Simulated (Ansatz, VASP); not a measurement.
**Hf: VASP beside Ansatz**

The input INCAR:

```
SYSTEM = Hf
ALGO = Fast
EDIFF = 1E-6
ENCUT = 520
GGA = CA
ISIF = 2
ISMEAR = 0
LASPH = .True.
LCHARG = .True.
LELF = .True.
LREAL = .False.
LVHAR = .True.
LWAVE = .False.
NBANDS = 11
NELM = 100
PREC = Accurate
SIGMA = 0.15
```

KPOINTS

```
k-points
0
Gamma
  20 20 20
  0 0 0
```

POSCAR

```
Hf
1.0
    0.0000000000      2.3547281280      2.0177665329
    2.3547281280      0.0000000000      2.0177665329
    2.3547281280      2.3547281280      0.0000000000
Hf
1
Direct
    0.0000000000      0.0000000000      0.0000000000
```

Input for Ansatz:

```yaml
crystal:
  lattice:
    - [0.0, 2.354728128, 2.0177665329]
    - [2.354728128, 0.0, 2.0177665329]
    - [2.354728128, 2.354728128, 0.0]
  atoms:
    - { symbol: Hf, position: [0.0, 0.0, 0.0] }
basis:
  ecutwfc: 420
kpoints:
  mp_grid: { grid: [20, 20, 20] }
hamiltonian:
  xc: lda
scf:
  occupations: { method: gaussian, width: 0.15 }
output:
  forces: true
  stress: true
  eigenvalues: true
```

Alike in both runs: task single point; functional LDA; k mesh 20 × 20 × 20; occupations gaussian, width 0.15 eV; no spin polarisation.

|  | VASP | Ansatz |
| --- | --- | --- |
| version | VASP 6.6.1 | Ansatz 0.2.0 |
| potentials or method | VASP PAW LDA potentials, release 64 (Hf_pv), cutoff 520 eV | scalar-relativistic, plane waves, PAW |
| valence electrons in the cell | 10 | 26 |

```tsv
	VASP	Ansatz	Ansatz less VASP
gap on the k mesh at the Fermi level (eV)	none	none	-
pressure (GPa)	-7.9	-7.9	+0.02
traceless stress, the component that is largest in VASP (GPa)	3.27	3.25	-0.019
```

LDA's correlation is that of Perdew and Zunger in VASP and of Perdew and Wang (1992) in Ansatz. A gap of «none» marks a metal or a gap that the smearing closes. VASP's potentials hold 10 valence electrons a cell and Ansatz's 26, so a difference there can come from the potentials and not from the codes.

Neither program's run includes spin-orbit coupling.
